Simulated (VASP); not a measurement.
A run of VASP 6.6.1 is set up as follows.

Contents of INCAR:

```
ALGO = Normal ; EDIFF = 1E-6
ENCUT = 520 ; GGA = PE
ISIF = 2 ; ISMEAR = 0
LASPH = True ; LCHARG = True
LELF = True ; LREAL = False
LVHAR = True ; LWAVE = False
NBANDS = 25 ; NELM = 100
PREC = Accurate ; SIGMA = 0.1
```

The input KPOINTS:

```
k-points
0
Gamma
  6 6 6
```

POSCAR

```
Zr
1.0
    5.0328000000      0.0000000000      0.0000000000
   -2.5164000000      4.3585326500      0.0000000000
    0.0000000000      0.0000000000      3.1324000000
Zr
3
Direct
    0.6666666700      0.3333333300      0.5000000000
    0.3333333300      0.6666666700      0.5000000000
    0.0000000000      0.0000000000      0.0000000000
```

Potentials or basis: VASP PAW PBE potentials, release 64 (Zr_sv).

The run is started by

```console
$ cat potpaw_PBE.64/Zr_sv/POTCAR > POTCAR
$ mpirun -np 1 vasp_std > vasp.out
```

Question: Estimate the band gap on the k mesh.

Answer: Zero (band 18 reaches 9.23 eV, above the bottom of band 19 at 8.85 eV).

Question: Predict the pressure.

Answer: 0.8 GPa.

Stress tensor (GPa, compression positive):
```
0.48 0.00 0.00
0.00 0.48 0.00
0.00 0.00 1.57
```
